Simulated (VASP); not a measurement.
Set up this calculation in VASP 6.6.1, as the native input.

```
Task                   : single point
Functional             : PBE
Potentials or basis    : VASP PAW PBE potentials, release 64 (F)
Cutoff                 : 520 eV
k mesh                 : 19 × 19 × 10
Occupations            : fermi-dirac, width 0.08 eV
Spin                   : no spin polarisation
Dipole correction      : no
Further INCAR settings : ALGO = Normal; EDIFF = 1e-07; NBANDS = 14
```

The structure of F lies in POSCAR:

```
F
1.0
    2.9417015807      0.0000000000      0.0000000000
   -1.4708507903      2.5475882992      0.0000000000
    0.0000000000      0.0000000000      2.9591011692
F
2
Direct
    0.3333333333      0.6666666667      0.2500000000
    0.6666666667      0.3333333333      0.7500000000
```

One way to write it, as run:

INCAR

```
SYSTEM = F
PREC     = Accurate       ! precision mode
ENCUT    = 520            ! plane-wave cutoff, eV
EDIFF    = 1E-7           ! SCF threshold, eV
ISMEAR   = -1             ! smearing method
SIGMA    = 0.08           ! smearing width, eV
LREAL    = .False.        ! projectors in reciprocal space
LASPH    = .True.         ! aspherical terms in the spheres
NELM     = 100            ! most SCF steps
ALGO     = Normal         ! electronic algorithm
ISIF     = 2              ! what is computed and relaxed
LWAVE    = .False.        ! write WAVECAR
LCHARG   = .True.         ! write CHGCAR
GGA      = PE             ! functional
LELF     = .True.         ! ELF
LVHAR    = .True.       
NBANDS   = 14             ! bands
```

KPOINTS

```
Automatic mesh
0
Gamma
  19 19 10
  0 0 0
```

Potentials or basis: VASP PAW PBE potentials, release 64 (F).

Command:

```bash
$ cat potpaw_PBE.64/F/POTCAR > POTCAR
$ mpirun -np 1 vasp_std > vasp.out
```

It gave:

```
Pressure               : -2.6 GPa
Band gap on the k mesh : zero (bands 7 and 8 overlap by 1.42 eV)
```

Caveat: the atoms stand far beyond bonding distance, and open shells without spin polarisation read as a metal.

Run time: 53 s on 1 thread of Intel Xeon 8259CL, with other jobs on the host, peak memory 0.17 GiB.
